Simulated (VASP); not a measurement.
Runs of VASP 6.6.1 on MgO. The structure is hexagonal, space group P-6m2 (No. 187). The conventional cell has a = 2.938 Å, b = 2.938 Å, c = 2.680 Å, α = 90.00°, β = 90.00°, γ = 120.00°. Within 3.0 Å of Mg (site symmetry -6m2) lie 6 O at 2.16 Å and 8 Mg at 2.68 to 2.94 Å. O (site symmetry -6m2) has 6 Mg at 2.16 Å and 8 O at 2.68 to 2.94 Å within 3.0 Å. 

```csv
level,potentials or basis,spin,U,k mesh,gap on the mesh (eV),pressure (GPa)
RPBE,"VASP PAW PBE potentials, release 64 (Mg_sv, O)",off,-,6 × 6 × 6,3.12,4.2
PBE+D3(BJ),"VASP PAW PBE potentials, release 64 (Mg_sv, O)",off,-,6 × 6 × 6,3.01,(b)
LDA,"VASP PAW LDA potentials, release 64 (Mg_sv, O)",collinear,-,4 × 4 × 3,2.97,-8.9
PBE+U,"VASP PAW PBE potentials, release 64 (Mg_sv, O)",off,O p U = 5.9 eV,6 × 6 × 6,(a),-2.7
```

Alike in all rows: task single point; cell as given; cutoff (eV) 840; smearing gaussian 0.1 eV.

**Question.** Estimate the missing entries.

**Answer.** (a) 3.31; (b) -4.5.

Caveats: some runs use coarse meshes; the cell stands under pressure (at least some runs); the PAW data sets were made with another functional, which shifts forces and pressure a little (at least some runs); three body term missing (at least some runs); the cell stands under tension (at least some runs).

A k mesh can miss the band edges.
